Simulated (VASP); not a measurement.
# BC62 (a cell with a defect) in VASP: single point with PBE+D3(BJ)

Aim: the single point of BC62 (a cell with a defect) with PBE+D3(BJ).

All numbers are computed with VASP 6.6.1; they aren't measurements. Logs are shortened: lines on timing, memory, paths and dates and some standing lists are left out, and cuts for length are marked.

### 1 The cell of the first run

The cell holds a defect, 63 atoms: a = 7.140 Å, b = 7.140 Å, c = 7.140 Å, α = 90.00°, β = 90.00°, γ = 90.00°.

### 2 Single point, PBE+D3(BJ)

INCAR

```
SYSTEM = BC62
  PREC = Accurate
  ENCUT = 520
  EDIFF = 1E-6
  ISMEAR = -1
  SIGMA = 0.02
  LREAL = Auto
  LASPH = .TRUE.
  NELM = 100
  ALGO = Normal
  ISIF = 2
  LWAVE = .FALSE.
  LCHARG = .FALSE.
  GGA = PE
  IVDW = 12
  NELECT = 252.0
  NBANDS = 162
```

KPOINTS

```
regular mesh
0
G
  2 2 2
  0 0 0
```

POSCAR

```
BC62
1.0
    7.1400000000      0.0000000000      0.0000000000
    0.0000000000      7.1400000000      0.0000000000
    0.0000000000      0.0000000000      7.1400000000
C B
62 1
Direct
    0.4993934174      0.0028505602     -0.0005718487
    0.6249326331      0.1257687675      0.1223138655
    0.7502746499      0.2509099440     -0.0013259104
    0.8762892157      0.3739285714      0.1246491597
    0.7465106443     -0.0032476190      0.2387442577
    0.8691722689      0.1194463585      0.3722634454
    0.0006575630      0.0005689076     -0.0013623249
    0.1237196078      0.1265389356      0.1246892157
    0.2506317927      0.2521680672      0.0012922969
    0.3768264706      0.3782743697      0.1275063025
    0.5026630252      0.5055242297      0.0059208683
    0.6362039216      0.6282987395      0.1287018207
    0.7526850140      0.7496841737     -0.0005516807
    0.8756033613      0.8752236695      0.1223032213
    0.2487974790      0.0028406162      0.2500484594
    0.3716927171      0.1257540616      0.3755819328
    0.4999385154      0.2503817927      0.2505883754
    0.6244022409      0.3743710084      0.3750661064
    0.7526718487      0.4989851541      0.2500168067
    0.8755204482      0.6218731092      0.3755365546
    0.4881151261     -0.0032166667      0.4971994398
    0.6216159664      0.1194683473      0.6198537815
    0.7475500000      0.2466130252      0.4982131653
    0.8737208683      0.3726987395      0.6243976190
    0.7474788515     -0.0022068627      0.7469390756
    0.8737103641      0.1239992997      0.8730308123
    0.0018745098      0.5008330532      0.0011862745
    0.1279586835      0.6270130252      0.1273922969
    0.2550847339      0.7529221289      0.0057481793
    0.3777627451      0.8864133053      0.1284133053
   -0.0008425770      0.2493948179      0.2495245098
    0.1252035014      0.3754628852      0.3760732493
    0.2551693277      0.5054376751      0.2533389356
    0.3778924370      0.6281404762      0.3868733894
   -0.0037256303     -0.0022392157      0.4981075630
    0.1223749300      0.1239537815      0.6243396359
    0.2480095238      0.2508620448      0.5009292717
    0.3739715686      0.3738978992      0.6269707283
    0.4993205882      0.4989477591      0.5033212885
    0.6248494398      0.6218661064      0.6261547619
    0.7461320728      0.7383630252      0.4967893557
    0.8689626050      0.8719036415      0.6196207283
    0.2479962185      0.0005410364      0.7512820728
    0.3740303922      0.1265410364      0.8743655462
    0.4988668067      0.2494263305      0.7498546218
    0.6254023810      0.3755396359      0.8759219888
    0.7502371148      0.4983250700      0.7512763305
    0.8762282913      0.6243119048      0.8742959384
    0.0001725490      0.7501495798      0.2505373950
    0.1241588235      0.8746225490      0.3750382353
    0.0006039216      0.4982988796      0.5009212885
    0.1236196078      0.6242913165      0.6269105042
    0.2487789916      0.7496427171      0.5033259104
    0.3716736695      0.8751857143      0.6262240896
   -0.0008788515      0.2493901961      0.7497654062
    0.1251724090      0.3754166667      0.8758420168
    0.2505246499      0.5008298319      0.7525612045
    0.3767392157      0.6270376751      0.8786474790
    0.4998862745      0.7501478992      0.7508191877
    0.6243970588      0.8746446779      0.8748023810
   -0.0010313725      0.7491572829      0.7496358543
    0.1251028011      0.8756796919      0.8757463585
    0.5625585434      0.8118542017      0.3129540616
```

Potentials or basis: VASP PAW PBE potentials, release 64 (C, B).

Launch:

```bash
$ cat potpaw_PBE.64/C/POTCAR potpaw_PBE.64/B/POTCAR > POTCAR
$ mpirun -np 1 vasp_std > vasp.out
```

OUTCAR:

```text
SYSTEM = BC62
   PREC = Accurate
   ENCUT = 520
   EDIFF = 1E-6
   ISMEAR = -1
   LREAL = Auto
   LASPH = .TRUE.
   NELM = 100
   ISIF = 2
   GGA = PE
   IVDW = 12
   NELECT = 252.0
 IVDW          = 12

 ion  position               nearest neighbor table
   1  0.499  0.003  0.999-  30 1.51   2 1.53  44 1.54  60 1.56
   2  0.625  0.126  0.122-   5 1.51   1 1.53   3 1.54  17 1.56
   3  0.750  0.251  0.999-  46 1.53   2 1.54   4 1.55  26 1.55
   4  0.876  0.374  0.125-  31 1.53  19 1.54   3 1.55  27 1.55
   5  0.747  0.997  0.239-   2 1.51  14 1.51   6 1.56  63 1.94
   6  0.869  0.119  0.372-  35 1.54  23 1.55   5 1.56  31 1.58
[... 54 lines left out ...]
  61  0.999  0.749  0.750-  52 1.53  48 1.53  62 1.56  42 1.58
  62  0.125  0.876  0.876-  43 1.53   7 1.53  61 1.56  29 1.58
  63  0.563  0.812  0.313-  41 1.93  12 1.93  34 1.93   5 1.94  21 1.94  30 1.94

  LATTYP: Found a simple cubic cell.
 ALAT       =     7.1400000000

  Lattice vectors:

 A1 = (   7.1400000000,   0.0000000000,   0.0000000000)
 A2 = (   0.0000000000,   7.1400000000,   0.0000000000)
 A3 = (   0.0000000000,   0.0000000000,   7.1400000000)

Analysis of symmetry for initial positions (statically):
=====================================================================
 Subroutine PRICEL returns:
 Original cell was already a primitive cell.

 Routine SETGRP: Setting up the symmetry group for a
 simple cubic supercell.

 Subroutine GETGRP returns: Found  1 space group operations
 (whereof  1 operations were pure point group operations)
 out of a pool of 48 trial point group operations.

The static configuration has the point symmetry C_1 .

Analysis of symmetry for dynamics (positions and initial velocities):
=====================================================================
 Subroutine PRICEL returns:
 Original cell was already a primitive cell.

 Routine SETGRP: Setting up the symmetry group for a
 simple cubic supercell.

 Subroutine GETGRP returns: Found  1 space group operations
 (whereof  1 operations were pure point group operations)
 out of a pool of 48 trial point group operations.

The dynamic configuration has the point symmetry C_1 .

 Subroutine INISYM returns: Found  1 space group operations
 (whereof  1 operations are pure point group operations),
 and found     1 'primitive' translations

----------------------------------------------------------------------------------------

                                     Primitive cell

  volume of cell :     363.9943

  direct lattice vectors                    reciprocal lattice vectors
     7.140000000  0.000000000  0.000000000     0.140056022  0.000000000  0.000000000
     0.000000000  7.140000000  0.000000000     0.000000000  0.140056022  0.000000000
     0.000000000  0.000000000  7.140000000     0.000000000  0.000000000  0.140056022

  length of vectors
     7.140000000  7.140000000  7.140000000     0.140056022  0.140056022  0.140056022

  position of ions in fractional coordinates (direct lattice)
     0.499393417  0.002850560  0.999428151
     0.624932633  0.125768767  0.122313865
     0.750274650  0.250909944  0.998674090
     0.876289216  0.373928571  0.124649160
     0.746510644  0.996752381  0.238744258
     0.869172269  0.119446358  0.372263445
[... 55 lines left out ...]
     0.125102801  0.875679692  0.875746359
     0.562558543  0.811854202  0.312954062

  ion indices of the primitive-cell ions
   primitive index   ion index
                 1           1
                 2           2
                 3           3
                 4           4
                 5           5
                 6           6
[... 55 lines left out ...]
                62          62
                63          63

----------------------------------------------------------------------------------------

 KPOINTS: regular mesh

Automatic generation of k-mesh.
 Grid dimensions read from file:
 generate k-points for:    2    2    2

 Generating k-lattice:

  Cartesian coordinates                     Fractional coordinates (reciprocal lattice)
     0.070028011  0.000000000  0.000000000     0.500000000  0.000000000  0.000000000
     0.000000000  0.070028011  0.000000000     0.000000000  0.500000000  0.000000000
     0.000000000  0.000000000  0.070028011     0.000000000  0.000000000  0.500000000

  Length of vectors
     0.070028011  0.070028011  0.070028011

  Shift w.r.t. Gamma in fractional coordinates (k-lattice)
     0.000000000  0.000000000  0.000000000

 Subroutine IBZKPT returns following result:
 ===========================================

 Found      8 irreducible k-points:

 Following reciprocal coordinates:
            Coordinates               Weight
  0.000000  0.000000  0.000000      1.000000
  0.500000  0.000000  0.000000      1.000000
  0.000000  0.500000  0.000000      1.000000
  0.000000  0.000000  0.500000      1.000000
  0.500000  0.500000  0.000000      1.000000
  0.000000  0.500000  0.500000      1.000000
  0.500000  0.000000  0.500000      1.000000
  0.500000  0.500000  0.500000      1.000000
   k-points           NKPTS =      8   k-points in BZ     NKDIM =      8   number of bands    NBANDS=    162
   number of dos      NEDOS =    301   number of ions     NIONS =     63
   total plane-waves  NPLWV = 157464
   dimension x,y,z NGX =    54 NGY =   54 NGZ =   54
   dimension x,y,z NGXF=   108 NGYF=  108 NGZF=  108
   ions per type =              62   1
   NGX,Y,Z   is equivalent  to a cutoff of  12.57, 12.57, 12.57 a.u.
   NGXF,Y,Z  is equivalent  to a cutoff of  25.15, 25.15, 25.15 a.u.
 SYSTEM =  BC62
   PREC   = accura    normal or accurate (medium, high low for compatibility)
   ISTART =      0    job   : 0-new  1-cont  2-samecut
   ICHARG =      2    charge: 1-file 2-atom 10-const
   ISPIN  =      1    spin polarized calculation?
   LNONCOLLINEAR =      F non collinear calculations
   LSORBIT =      F    spin-orbit coupling
   LASPH  =      T    aspherical Exc in radial PAW
   ENCUT  =  520.0 eV  38.22 Ry    6.18 a.u.  13.28 13.28 13.28*2*pi/ulx,y,z
   NELM   =    100;   NELMIN=  2; NELMDL= -5     # of ELM steps
   EDIFF  = 0.1E-05   stopping-criterion for ELM
   LREAL  =      T    real-space projection
   EDIFFG = 0.1E-04   stopping-criterion for IOM
   NSW    =      0    number of steps for IOM
   IBRION =     -1    ionic relax: 0-MD 1-quasi-New 2-CG
   NFREE  =      0    steps in history (QN), initial steepest desc. (CG)
   ISIF   =      2    stress and relaxation
   ISYM   =      2    0-nonsym 1-usesym 2-fastsym
   POTIM  = 0.5000    time-step for ionic-motion
   TEBEG  =    0.0;   TEEND  =   0.0 temperature during run
   PSTRESS=    0.0 pullay stress
   NELECT =     252.0000    total number of electrons
   NUPDOWN=      -1.0000    fix difference up-down
   EMIN   =  10.00;   EMAX   =-10.00  energy-range for DOS
   EFERMI =   0.00;   METHOD = LEGACY
   ISMEAR =    -1;   SIGMA  =   0.02  broadening in eV -4-tet -1-fermi 0-gaus
   EFERMI_NEDOS =   21; number of points for ismear=-14 and -15
   IALGO  =     38    algorithm
   IMIX   =      4    mixing-type and parameters
     AMIX     =   0.40;   BMIX     =  1.00
     AMIX_MAG =   1.60;   BMIX_MAG =  1.00
  volume/ion in A,a.u.               =       5.78        38.99
  Fermi-wavevector in a.u.,A,eV,Ry     =   1.448250  2.736795 28.537232  2.097427
  Thomas-Fermi vector in A             =   2.566112
   LORBIT       =      0    0 simple, 1 ext, 2 COOP (PROOUT), +10 PAW based schemes
   GGA     = PE    functional components
   LHFCALC =     F    Hartree Fock is set to
   AEXX    =    0.0000 exact exchange contribution
   IVDW    =    12    specifies the selected vdW correction
   LEPSILON=     F    determine dielectric tensor
   LRPA    =     F    only Hartree local field effects (RPA)
 non-spin polarized calculation
  energy-cutoff  :      520.00
  volume of cell :      363.99
 maximum number of plane-waves:      9808
 NGX is ok and might be reduce to    54
   NGX = 27   NGY = 27   NGZ = 27

 number of electron     251.9999997 magnetization

 Free energy of the ion-electron system (eV)
  ---------------------------------------------------
  ext. energy  EPLUGINS =         0.00000000
  ---------------------------------------------------
  free energy    TOTEN  =      -553.28274353 eV

  energy without entropy =     -553.26706496  energy(sigma->0) =     -553.27490424

 E-fermi :  10.7563     XC(G=0): -13.1832

 val. band max:       10.7548921710   @ k =   0.0000   0.0000   0.5000
 cond. band min:      10.7816114145   @ k =   0.5000   0.5000   0.5000
 fundamental gap:      0.0267192435
 Fermi energy:        10.7563130737

 k-point     1 :       0.0000    0.0000    0.0000
  band No.  band energies     occupation
      1     -11.9347      2.00000
      2      -9.7745      2.00000
      3      -9.7745      2.00000
      4      -9.7360      2.00000
      5      -9.7356      2.00000
      6      -9.5390      2.00000
[... 130 lines left out ...]
    137      14.4596      0.00000
    138      14.4601      0.00000

 k-point     2 :       0.5000    0.0000    0.0000
  band No.  band energies     occupation
      1     -11.4907      2.00000
      2     -11.2199      2.00000
      3      -9.2920      2.00000
      4      -9.2286      2.00000
      5      -9.2269      2.00000
      6      -9.1923      2.00000
[... 976 lines left out ...]
    137      15.4770      0.00000
    138      15.4770      0.00000
 [bands above 138 left out]

------------------------ aborting loop because EDIFF is reached ----------------------------------------

 Edisp (eV)  -11.89337

 E8    (eV) :    -3.4338

  FORCE on cell =-STRESS in cart. coord.  units (eV):
  Direction    XX          YY          ZZ          XY          YZ          ZX
  --------------------------------------------------------------------------------------
  -------------------------------------------------------------------------------------
  Total       0.37363     0.39004     0.38031   -12.24455   -12.22185   -12.26891
  in kB       1.64461     1.71680     1.67400   -53.89630   -53.79635   -54.00351
  external pressure =        1.68 kB  Pullay stress =        0.00 kB

 VOLUME and BASIS-vectors are now :
 -----------------------------------------------------------------------------
  energy-cutoff  :      520.00
  volume of cell :      363.99
      direct lattice vectors                 reciprocal lattice vectors
     7.140000000  0.000000000  0.000000000     0.140056022  0.000000000  0.000000000
     0.000000000  7.140000000  0.000000000     0.000000000  0.140056022  0.000000000
     0.000000000  0.000000000  7.140000000     0.000000000  0.000000000  0.140056022

 POSITION                                       TOTAL-FORCE (eV/Angst)
 -----------------------------------------------------------------------------------
      3.56567      0.02035      7.13592         0.002002     -0.007350     -0.005163
      4.46202      0.89799      0.87332        -0.011175      0.004514      0.004222
      5.35696      1.79150      7.13053         0.002441     -0.001171     -0.002252
      6.25671      2.66985      0.89000        -0.002508      0.007932     -0.005552
      5.33009      7.11681      1.70463        -0.017638     -0.016174      0.019467
      6.20589      0.85285      2.65796        -0.013221     -0.003032     -0.010867
[... 55 lines left out ...]
      0.89323      6.25235      6.25283        -0.000607     -0.001178      0.009525
      4.01667      5.79664      2.23449        -0.005321      0.010705     -0.001769
 -----------------------------------------------------------------------------------
    total drift:                                0.007142      0.029164      0.017778

  FREE ENERGIE OF THE ION-ELECTRON SYSTEM (eV)
  ---------------------------------------------------
  free  energy   TOTEN  =      -565.1761151521 eV

  energy  without entropy=     -565.1604365858  energy(sigma->0) =     -565.16827587
```

It took 25 min on 1 thread of Intel Xeon 8259CL, shared host; peak memory 0.6 GiB.

Results:

```yaml
Free_energy: -565.1761 eV
Largest_force: 0.034 eV/Å
Dispersion_energy_per_atom: -0.189 eV
```

Forces in eV/Å, atoms in the order of the input:
```
C    0.002 -0.007 -0.005
C   -0.011  0.005  0.004
C    0.002 -0.001 -0.002
C   -0.003  0.008 -0.006
C   -0.018 -0.016  0.019
C   -0.013 -0.003 -0.011
C   -0.008 -0.002  0.012
C    0.001 -0.003 -0.008
C    0.002  0.010  0.002
C   -0.003  0.000 -0.007
C    0.018 -0.002  0.001
C   -0.019  0.009  0.001
C    0.003  0.003 -0.015
C    0.008  0.000  0.002
C   -0.009  0.006  0.003
C    0.003  0.001 -0.009
C   -0.003 -0.003  0.003
C    0.004  0.017  0.005
C    0.006 -0.007  0.007
C    0.017  0.003  0.000
C    0.023 -0.017 -0.016
C   -0.011 -0.007 -0.006
C   -0.001 -0.007 -0.007
C   -0.005 -0.007 -0.006
C    0.001 -0.005  0.002
C   -0.002 -0.005 -0.003
C    0.002  0.005  0.009
C    0.003  0.006 -0.001
C   -0.005  0.015  0.009
C    0.014 -0.021  0.007
C   -0.004 -0.007  0.004
C   -0.005  0.009 -0.007
C   -0.004  0.009  0.013
C    0.018  0.011 -0.026
C   -0.005 -0.007 -0.001
C   -0.003 -0.012 -0.011
C   -0.003  0.000  0.002
C    0.000  0.008 -0.008
C    0.005 -0.008 -0.004
C   -0.005 -0.002  0.011
C   -0.008  0.017 -0.005
C    0.002 -0.011  0.013
C   -0.002  0.005 -0.002
C    0.000 -0.006  0.000
C    0.008 -0.007 -0.010
C   -0.014  0.004 -0.001
C    0.004 -0.004  0.004
C    0.001 -0.007  0.013
C   -0.007  0.000  0.006
C    0.009  0.005  0.004
C   -0.001  0.008  0.000
C    0.004 -0.003 -0.001
C   -0.018  0.004  0.003
C    0.006 -0.007 -0.004
C    0.004 -0.005 -0.001
C   -0.005  0.005  0.000
C    0.013  0.007  0.011
C    0.004  0.000  0.000
C    0.004  0.001 -0.004
C    0.002  0.005  0.011
C    0.007  0.005  0.000
C   -0.001 -0.001  0.010
B   -0.005  0.011 -0.002
```

Levels at points of the mesh, in eV from the Fermi level:
```
           k point  band 122  band 123  band 124  band 125  band 126  band 127  band 128  band 129  band 130  band 131
(0.00, 0.00, 0.00)     -2.25     -2.18     -2.18     -1.64      0.50      0.50      3.09      3.15      3.16      3.16
(0.50, 0.00, 0.00)     -3.12     -2.66     -2.45     -1.94     -0.25      0.00      2.82      2.97      3.80      3.98
(0.00, 0.50, 0.00)     -3.12     -2.66     -2.45     -1.94     -0.25      0.00      2.82      2.97      3.80      3.98
(0.00, 0.00, 0.50)     -3.12     -2.66     -2.45     -1.95     -0.25      0.00      2.82      2.97      3.80      3.98
(0.50, 0.50, 0.00)     -2.86     -2.61     -2.10     -1.75     -0.34      0.17      3.86      4.30      4.32      4.40
(0.00, 0.50, 0.50)     -2.86     -2.61     -2.10     -1.75     -0.34      0.17      3.86      4.30      4.32      4.40
(0.50, 0.00, 0.50)     -2.86     -2.61     -2.10     -1.75     -0.34      0.17      3.86      4.30      4.32      4.40
(0.50, 0.50, 0.50)     -3.02     -3.02     -1.86     -1.86      0.03      0.03      4.23      4.60      4.60      4.61
```

Caveat: the k points lie up to 0.44 Å⁻¹ apart, too coarse for converged energies and pressures of a metal; the cell carries a net charge on a neutralising background, which shifts energy and pressure; the cell is charged against a uniform background, so pressure and absolute levels hang on convention.
